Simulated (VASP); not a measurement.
The system is CuWO2.

```
W Cu O
1.0
     3.65630    0.00000    0.00000
     0.00000    7.31261    0.00000
     0.00000    0.00000    3.01267
W Cu O
2 2 4
Direct
  0.50000 0.25000 0.50000
  0.50000 0.75000 0.50000
  0.00000 0.00000 0.00000
  0.00000 0.50000 0.00000
  0.00000 0.25000 0.00000
  0.00000 0.75000 0.00000
  0.50000 0.00000 0.00000
  0.50000 0.50000 0.00000
```

Base run:

| Item | Value |
| --- | --- |
| Program | VASP 6.6.1 |
| Functional | PBE |
| Potentials or basis | VASP PAW PBE potentials, release 64 (W_sv, Cu_sv_GW, O) |
| Cutoff | 610 eV |
| k mesh | 5 × 3 × 6 |
| Occupations | tetrahedron, width 0.1 eV |
| Spin | collinear spin |
| Starting moments | [-1.0, -1.0, 1.0, 1.0, 0.0, 0.0, 0.0, 0.0] μB |
| Hubbard terms | Cu d U = 6.66 eV |

Its results: net moment -3.34 μB per cell; site moments W -1.39; Cu -0.04; O -0.01 μB.

Q: The run is repeated on the same cell with these changes: moments at the start from [-1.0, -1.0, 1.0, 1.0, 0.0, 0.0, 0.0, 0. to [1.0, -1.0, 1.0, -1.0, 0.0, 0.0, 0.0, 0.. What comes out?

A: Net moment 0.00 μB per cell; site moments W +1.00, -1.00; Cu -0.00, +0.00; O +0.02, -0.02, -0.00, +0.00 μB.
